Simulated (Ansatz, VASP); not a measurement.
**Two plane-wave programs on BN**

```
B N
1.0
     2.54870    0.00000    0.00000
    -1.27435    2.20723    0.00000
     0.00000    0.00000    6.33962
B N
2 2
Direct
  0.33333 0.66667 0.25000
  0.66667 0.33333 0.75000
  0.33333 0.66667 0.75000
  0.66667 0.33333 0.25000
```

Alike in both runs: task single point; functional LDA; k mesh 12 × 12 × 4; occupations gaussian, width 0.05 eV; no spin polarisation.

|  | VASP | Ansatz |
| --- | --- | --- |
| version | VASP 6.6.1 | Ansatz 0.2.0 |
| potentials or method | VASP PAW LDA potentials, release 64 (B, N), cutoff 520 eV | scalar-relativistic, plane waves, PAW |
| valence electrons in the cell | 16 | 16 |

VASP gave:

* gap on the k mesh at the Fermi level (eV): 3.88
* least direct gap on the mesh (eV): 4.21
* pressure (GPa): -15.9
* traceless stress, the component that is largest in VASP (GPa): 16.34

Task: Estimate Ansatz's values.

Result: gap on the k mesh at the Fermi level (eV): 3.89; least direct gap on the mesh (eV): 4.22; pressure (GPa): -16.5; traceless stress, the component that is largest in VASP (GPa): 17.07.

Ansatz warns that its potentials were made for another functional, while VASP's fit it. LDA's correlation is that of Perdew and Zunger in VASP and of Perdew and Wang (1992) in Ansatz.
